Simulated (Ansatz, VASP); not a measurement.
## Ba in VASP and in Ansatz

```
Ba
1.0
    -2.47262    2.47262    2.47262
     2.47262   -2.47262    2.47262
     2.47262    2.47262   -2.47262
Ba
1
Cartesian
  0.0000 0.0000 0.0000
```

Change from the starting cell: volume scaled by 0.96.

Alike in both runs: functional B3LYP; dispersion D4; k mesh 5 × 5 × 5; occupations fermi-dirac, width 0.05 eV; no spin polarisation.

```csv
,VASP,Ansatz
version,VASP 6.6.1,Ansatz 0.2.0
potentials or method,"VASP PAW PBE potentials, release 64 (Ba_sv)",Ansatz PAW earlier set
plane-wave cutoff (eV),400,360
valence electrons in the cell,10,10
task,single point,electron localisation function
```

|  | VASP | Ansatz | Ansatz less VASP |
| --- | --- | --- | --- |
| gap on the k mesh at the Fermi level (eV) | none | none | - |
| pressure (GPa) | 0.5 | 0.5 | -0.01 |

VASP's potentials were made for PBE, not for B3LYP. A gap of «none» marks a metal or a gap that the smearing closes.

Spin-orbit coupling is off throughout.
